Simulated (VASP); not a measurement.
# Al3NiIr: single point with PBE

Crystal: Al3NiIr.

```xyz
5
Lattice="4.3206 0.0000 0.0000 0.0000 4.3206 0.0000 0.0000 0.0000 4.3206" Properties=species:S:1:pos:R:3 pbc="T T T"
Al    2.1603    2.1603    0.0000
Al    2.1603    0.0000    2.1603
Al    0.0000    2.1603    2.1603
Ni    2.1603    2.1603    2.1603
Ir    0.0000    0.0000    0.0000
```

The cell was generated, and may not be a known phase.

- Program: VASP 6.6.1
- Task: single point
- Functional: PBE
- Potentials or basis: VASP PAW PBE potentials, release 64 (Al, Ni, Ir)
- Cutoff: 520 eV
- k mesh: 4 × 4 × 4
- Occupations: gaussian, width 0.1 eV
- Spin: collinear spin, ferromagnetic start
- Starting moments: [0.0, 0.0, 0.0, 2.0, 0.0] μB

```yaml
Pressure: 0.0 GPa
Band_gap_on_the_k_mesh: zero (filled and empty bands overlap)
Net_moment: 0.00 μB per cell
Valence_electrons_inside_the_program's_atomic_spheres: Al 0.77; Ni 10.06; Ir 7.90
```

Levels at points of the mesh, in eV from the Fermi level:
Spin up:
```tsv
k point	band 11	band 12	band 13	band 14	band 15	band 16	band 17	band 18
(0.00, 0.00, 0.00)	-2.37	-1.45	-1.45	-1.45	-0.81	2.72	2.72	4.75
(0.50, 0.00, 0.00)	-1.56	-1.25	0.76	0.76	1.27	1.55	1.80	1.81
(0.50, 0.50, 0.00)	-1.63	-1.21	-1.12	-1.08	-0.25	2.64	2.64	4.06
(0.50, 0.50, 0.50)	-1.08	-1.08	-0.88	-0.88	-0.88	0.13	0.13	0.13
```
Spin down:
| k point | band 11 | band 12 | band 13 | band 14 | band 15 | band 16 | band 17 | band 18 |
| --- | --- | --- | --- | --- | --- | --- | --- | --- |
| (0.00, 0.00, 0.00) | -2.37 | -1.45 | -1.45 | -1.45 | -0.81 | 2.72 | 2.72 | 4.75 |
| (0.50, 0.00, 0.00) | -1.56 | -1.25 | 0.76 | 0.76 | 1.27 | 1.55 | 1.80 | 1.81 |
| (0.50, 0.50, 0.00) | -1.63 | -1.21 | -1.12 | -1.08 | -0.25 | 2.64 | 2.64 | 4.06 |
| (0.50, 0.50, 0.50) | -1.08 | -1.08 | -0.88 | -0.88 | -0.88 | 0.13 | 0.13 | 0.13 |

It took 59 s on 1 thread of Intel Xeon 8259CL, on a shared host, peak memory 0.22 GiB.

Caveat: the k points lie up to 0.36 Å⁻¹ apart, too coarse for converged energies and pressures of a metal; the moments typed at the start vanished in this run; spin-orbit coupling is left out, which moves the levels of the heavy elements.
